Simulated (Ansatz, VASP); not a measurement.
## Two plane-wave programs on ZnO

```xyz
4
Lattice="3.2880 0.0000 0.0000 -1.6440 2.8475 0.0000 0.0000 0.0000 7.2374" Properties=species:S:1:pos:R:3 pbc="T T T"
Zn    0.0000    0.0000    5.4280
Zn    0.0000    0.0000    1.8093
O     0.0000    1.8983    1.8093
O     1.6440    0.9492    5.4280
```

Change from the starting cell: strain +0.000 along x and y, +0.015 along z, atoms carried along.

Alike in both runs: task single point; functional PBEsol; k mesh 9 × 9 × 4; occupations gaussian, width 0.05 eV; no spin polarisation.

```csv
,VASP,Ansatz
version,VASP 6.6.1,Ansatz 0.2.0
potentials or method,"VASP PAW PBE potentials, release 64 (Zn, O), cutoff 520 eV","scalar-relativistic, plane waves, PAW"
valence electrons in the cell,36,36
```

Ansatz gave:

| Property | Result |
| --- | --- |
| gap on the k mesh at the Fermi level (eV) | 0.77 |
| least direct gap on the mesh (eV) | 0.77 |
| pressure (GPa) | -4.4 |
| traceless stress, the component that is largest in VASP (GPa) | 3.68 |

Question: What did VASP give for the same quantities?

Answer: gap on the k mesh at the Fermi level (eV): 0.77; least direct gap on the mesh (eV): 0.77; pressure (GPa): -3.8; traceless stress, the component that is largest in VASP (GPa): 2.94.

VASP's potentials were made for PBE, not for PBEsol.
